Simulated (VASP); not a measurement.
# AlN (Fm-3m) in VASP: a series of runs

The runs below take AlN through single point, with LDA.

Everything below comes from runs of VASP 6.6.1. Logs are shortened: lines on timing, memory, paths and dates and some standing lists are left out, and cuts for length are marked.

## Step 1: The cell of the first run

It takes space group Fm-3m (No. 225, cubic). Conventional cell: a = 4.011 Å, b = 4.011 Å, c = 4.011 Å, α = 90.00°, β = 90.00°, γ = 90.00°. Within 2.7 Å of Al (site symmetry m-3m) lie 6 N at 2.01 Å. Within 2.7 Å of N (site symmetry m-3m) lie 6 Al at 2.01 Å.

## Step 2: Single point, LDA

INCAR reads:

```
SYSTEM = AlN
ALGO = Normal
EDIFF = 1E-6
ENCUT = 600
GGA = CA
GGA_COMPAT = .False.
ISIF = 2
ISMEAR = 0
LASPH = .True.
LCHARG = .False.
LREAL = .False.
LWAVE = .False.
NBANDS = 11
NELM = 120
PREC = Accurate
SIGMA = 0.02
```

KPOINTS reads:

```
k-points
0
Gamma
  10 10 10
  0 0 0
```

POSCAR reads:

```
AlN
1.0
    0.0000000000      2.0054623642      2.0054623642
    2.0054623642      0.0000000000      2.0054623642
    2.0054623642      2.0054623642      0.0000000000
Al N
1 1
Direct
    0.5000000000      0.5000000000      0.5000000000
    0.0000000000      0.0000000000      0.0000000000
```

Potentials or basis: VASP PAW LDA potentials, release 64 (Al, N).

Run with:

```console
$ cat potpaw_LDA.64/Al/POTCAR potpaw_LDA.64/N/POTCAR > POTCAR
$ mpirun -np 1 vasp_std > vasp.out
```

OUTCAR:

```text
SYSTEM = AlN
   EDIFF = 1E-6
   ENCUT = 600
   GGA = CA
   ISIF = 2
   ISMEAR = 0
   LASPH = .True.
   LREAL = .False.
   NELM = 120
   PREC = Accurate

 ion  position               nearest neighbor table
   1  0.500  0.500  0.500-   2 2.01   2 2.01   2 2.01   2 2.01   2 2.01   2 2.01
   2  0.000  0.000  0.000-   1 2.01   1 2.01   1 2.01   1 2.01   1 2.01   1 2.01

  LATTYP: Found a face centered cubic cell.
 ALAT       =     4.0109247284

  Lattice vectors:

 A1 = (   0.0000000000,   2.0054623642,   2.0054623642)
 A2 = (   2.0054623642,   0.0000000000,   2.0054623642)
 A3 = (   2.0054623642,   2.0054623642,   0.0000000000)

Analysis of symmetry for initial positions (statically):
=====================================================================
 Subroutine PRICEL returns:
 Original cell was already a primitive cell.

 Routine SETGRP: Setting up the symmetry group for a
 face centered cubic supercell.

 Subroutine GETGRP returns: Found 48 space group operations
 (whereof 48 operations were pure point group operations)
 out of a pool of 48 trial point group operations.

The static configuration has the point symmetry O_h .

Analysis of symmetry for dynamics (positions and initial velocities):
=====================================================================
 Subroutine PRICEL returns:
 Original cell was already a primitive cell.

 Routine SETGRP: Setting up the symmetry group for a
 face centered cubic supercell.

 Subroutine GETGRP returns: Found 48 space group operations
 (whereof 48 operations were pure point group operations)
 out of a pool of 48 trial point group operations.

The dynamic configuration has the point symmetry O_h .

 Subroutine INISYM returns: Found 48 space group operations
 (whereof 48 operations are pure point group operations),
 and found     1 'primitive' translations

----------------------------------------------------------------------------------------

                                     Primitive cell

  volume of cell :      16.1315

  direct lattice vectors                    reciprocal lattice vectors
     0.000000000  2.005462364  2.005462364    -0.249319064  0.249319064  0.249319064
     2.005462364  0.000000000  2.005462364     0.249319064 -0.249319064  0.249319064
     2.005462364  2.005462364  0.000000000     0.249319064  0.249319064 -0.249319064

  length of vectors
     2.836152074  2.836152074  2.836152074     0.431833287  0.431833287  0.431833287

  position of ions in fractional coordinates (direct lattice)
     0.500000000  0.500000000  0.500000000
     0.000000000  0.000000000  0.000000000

  ion indices of the primitive-cell ions
   primitive index   ion index
                 1           1
                 2           2

----------------------------------------------------------------------------------------

 KPOINTS: k-points

Automatic generation of k-mesh.
 Grid dimensions read from file:
 generate k-points for:   10   10   10

 Generating k-lattice:

  Cartesian coordinates                     Fractional coordinates (reciprocal lattice)
    -0.024931906  0.024931906  0.024931906     0.100000000  0.000000000  0.000000000
     0.024931906 -0.024931906  0.024931906     0.000000000  0.100000000  0.000000000
     0.024931906  0.024931906 -0.024931906     0.000000000  0.000000000  0.100000000

  Length of vectors
     0.043183329  0.043183329  0.043183329

  Shift w.r.t. Gamma in fractional coordinates (k-lattice)
     0.000000000  0.000000000  0.000000000

 Subroutine IBZKPT returns following result:
 ===========================================

 Found     47 irreducible k-points:

 Following reciprocal coordinates:
            Coordinates               Weight
  0.000000  0.000000  0.000000      1.000000
  0.100000  0.000000  0.000000      8.000000
  0.200000  0.000000  0.000000      8.000000
  0.300000  0.000000  0.000000      8.000000
  0.400000  0.000000  0.000000      8.000000
  0.500000  0.000000  0.000000      4.000000
[... 16 lines left out ...]
  0.300000  0.300000  0.000000      6.000000
  0.400000  0.300000  0.000000     24.000000
 [... further k-points ...]
   k-points           NKPTS =     47   k-points in BZ     NKDIM =     47   number of bands    NBANDS=     11
   number of dos      NEDOS =    301   number of ions     NIONS =      2
   total plane-waves  NPLWV =  13824
   dimension x,y,z NGX =    24 NGY =   24 NGZ =   24
   dimension x,y,z NGXF=    48 NGYF=   48 NGZF=   48
   ions per type =               1   1
   NGX,Y,Z   is equivalent  to a cutoff of  14.07, 14.07, 14.07 a.u.
   NGXF,Y,Z  is equivalent  to a cutoff of  28.14, 28.14, 28.14 a.u.
 SYSTEM =  AlN
   PREC   = accura    normal or accurate (medium, high low for compatibility)
   ISTART =      0    job   : 0-new  1-cont  2-samecut
   ICHARG =      2    charge: 1-file 2-atom 10-const
   ISPIN  =      1    spin polarized calculation?
   LNONCOLLINEAR =      F non collinear calculations
   LSORBIT =      F    spin-orbit coupling
   LASPH  =      T    aspherical Exc in radial PAW
   ENCUT  =  600.0 eV  44.10 Ry    6.64 a.u.   5.66  5.66  5.66*2*pi/ulx,y,z
   NELM   =    120;   NELMIN=  2; NELMDL= -5     # of ELM steps
   EDIFF  = 0.1E-05   stopping-criterion for ELM
   LREAL  =      F    real-space projection
   EDIFFG = 0.1E-04   stopping-criterion for IOM
   NSW    =      0    number of steps for IOM
   IBRION =     -1    ionic relax: 0-MD 1-quasi-New 2-CG
   NFREE  =      0    steps in history (QN), initial steepest desc. (CG)
   ISIF   =      2    stress and relaxation
   ISYM   =      2    0-nonsym 1-usesym 2-fastsym
   POTIM  = 0.5000    time-step for ionic-motion
   TEBEG  =    0.0;   TEEND  =   0.0 temperature during run
   PSTRESS=    0.0 pullay stress
   NELECT =       8.0000    total number of electrons
   NUPDOWN=      -1.0000    fix difference up-down
   EMIN   =  10.00;   EMAX   =-10.00  energy-range for DOS
   EFERMI =   0.00;   METHOD = LEGACY
   ISMEAR =     0;   SIGMA  =   0.02  broadening in eV -4-tet -1-fermi 0-gaus
   EFERMI_NEDOS =   21; number of points for ismear=-14 and -15
   IALGO  =     38    algorithm
   IMIX   =      4    mixing-type and parameters
     AMIX     =   0.40;   BMIX     =  1.00
     AMIX_MAG =   1.60;   BMIX_MAG =  1.00
  volume/ion in A,a.u.               =       8.07        54.43
  Fermi-wavevector in a.u.,A,eV,Ry     =   1.295827  2.448758 22.846458  1.679167
  Thomas-Fermi vector in A             =   2.427322
   LORBIT       =      0    0 simple, 1 ext, 2 COOP (PROOUT), +10 PAW based schemes
   GGA     = CA    functional components
   LHFCALC =     F    Hartree Fock is set to
   AEXX    =    0.0000 exact exchange contribution
   IVDW    =     0    specifies the selected vdW correction
   LEPSILON=     F    determine dielectric tensor
   LRPA    =     F    only Hartree local field effects (RPA)
 non-spin polarized calculation
 Gauss-broadening in eV      SIGMA  =   0.02
  energy-cutoff  :      600.00
  volume of cell :       16.13
 maximum number of plane-waves:       548
   NGX = 11   NGY = 11   NGZ = 11

 number of electron       8.0000000 magnetization

 Free energy of the ion-electron system (eV)
  ---------------------------------------------------
  ext. energy  EPLUGINS =         0.00000000
  ---------------------------------------------------
  free energy    TOTEN  =       -16.23130970 eV

  energy without entropy =      -16.23130970  energy(sigma->0) =      -16.23130970

 E-fermi :  10.1834     XC(G=0): -12.6871

 val. band max:       10.0274169037   @ k =   0.0000   0.0000   0.0000
 cond. band min:      14.7215443079   @ k =   0.5000   0.5000   0.0000
 fundamental gap:      4.6941274041
 Fermi energy:        10.1834104353

 k-point     1 :       0.0000    0.0000    0.0000
  band No.  band energies     occupation
      1      -7.6028      2.00000
      2      10.0274      2.00000
      3      10.0274      2.00000
      4      10.0274      2.00000
      5      16.1519      0.00000
      6      22.1246      0.00000
      7      22.1246      0.00000
      8      22.1246      0.00000
      9      27.4146      0.00000
     10      27.8357      0.00000
     11      27.8357      0.00000

 k-point     2 :       0.1000    0.0000    0.0000
  band No.  band energies     occupation
      1      -7.3907      2.00000
      2       9.0203      2.00000
      3       9.8990      2.00000
      4       9.8990      2.00000
      5      16.7355      0.00000
      6      21.2430      0.00000
      7      22.4347      0.00000
      8      22.4347      0.00000
      9      26.2644      0.00000
     10      26.2644      0.00000
     11      28.3732      0.00000

 k-point     3 :       0.2000    0.0000    0.0000
  band No.  band energies     occupation
      1      -6.7722      2.00000
      2       6.8550      2.00000
      3       9.5879      2.00000
      4       9.5879      2.00000
      5      17.2577      0.00000
      6      20.8443      0.00000
      7      22.6483      0.00000
      8      22.6483      0.00000
      9      25.6596      0.00000
     10      25.6596      0.00000
     11      27.7078      0.00000

 k-point     4 :       0.3000    0.0000    0.0000
  band No.  band energies     occupation
      1      -5.8177      2.00000
      2       4.4675      2.00000
      3       9.2442      2.00000
      4       9.2442      2.00000
      5      16.8803      0.00000
      6      21.8954      0.00000
      7      21.9315      0.00000
      8      21.9315      0.00000
      9      26.8672      0.00000
     10      27.1552      0.00000
     11      27.1552      0.00000
[... 239 lines left out ...]
 k-point    22 :      -0.2000    0.2000    0.0000
  band No.  band energies     occupation
      1      -5.5090      2.00000
      2       5.0432      2.00000
      3       6.9872      2.00000
      4       9.3075      2.00000
      5      18.9092      0.00000
      6      20.0410      0.00000
      7      20.9661      0.00000
      8      22.5955      0.00000
      9      25.0354      0.00000
     10      29.1907      0.00000
     11      30.6268      0.00000

 k-point    23 :       0.3000    0.3000    0.0000
  band No.  band energies     occupation
      1      -5.2565      2.00000
      2       5.1844      2.00000
      3       7.9424      2.00000
      4       7.9424      2.00000
      5      16.6007      0.00000
      6      17.0263      0.00000
      7      21.9607      0.00000
      8      25.7500      0.00000
      9      25.7500      0.00000
     10      30.6210      0.00000
     11      34.1721      0.00000

 k-point    24 :       0.4000    0.3000    0.0000
  band No.  band energies     occupation
      1      -4.4551      2.00000
      2       4.1018      2.00000
      3       7.1437      2.00000
      4       7.6782      2.00000
      5      16.1907      0.00000
      6      16.9194      0.00000
      7      22.4043      0.00000
      8      25.7148      0.00000
      9      26.4977      0.00000
     10      31.9286      0.00000
     11      34.8538      0.00000

 [... further k-points ...]
[... 5 lines left out ...]
  --------------------------------------------------------------------------------------
  -------------------------------------------------------------------------------------
  Total        0.0532903      0.0532903      0.0532903     -0.0000000      0.0000000     -0.0000000
  in kB        5.2927966      5.2927966      5.2927966     -0.0000000      0.0000000     -0.0000000
  external PRESSURE =       5.2927966 kB  Pullay stress =       0.0000000 kB

 VOLUME and BASIS-vectors are now :
 -----------------------------------------------------------------------------
  energy-cutoff  :      600.00
  volume of cell :       16.13
      direct lattice vectors                 reciprocal lattice vectors
     0.000000000  2.005462364  2.005462364    -0.249319064  0.249319064  0.249319064
     2.005462364  0.000000000  2.005462364     0.249319064 -0.249319064  0.249319064
     2.005462364  2.005462364  0.000000000     0.249319064  0.249319064 -0.249319064

 POSITION                                       TOTAL-FORCE (eV/Angst)
 -----------------------------------------------------------------------------------
      2.00546      2.00546      2.00546         0.000000     -0.000000      0.000000
      0.00000      0.00000      0.00000        -0.000000      0.000000     -0.000000
 -----------------------------------------------------------------------------------
    total drift:                                0.000000     -0.000000     -0.000000

  FREE ENERGIE OF THE ION-ELECTRON SYSTEM (eV)
  ---------------------------------------------------
  free  energy   TOTEN  =       -16.2313096960 eV

  energy  without entropy=      -16.2313096960  energy(sigma->0) =      -16.23130970
```

It took 2.6 s on 1 thread of Intel Xeon 6975P-C (Granite Rapids), shared host; peak memory 0.12 GiB.

What came out:

* Free energy: -16.2313 eV
* Pressure: 0.5 GPa
* Band gap on the k mesh: 4.69 eV (least direct gap 6.12 eV)

A k mesh can miss the band edges.

[end of part 1 of 2]
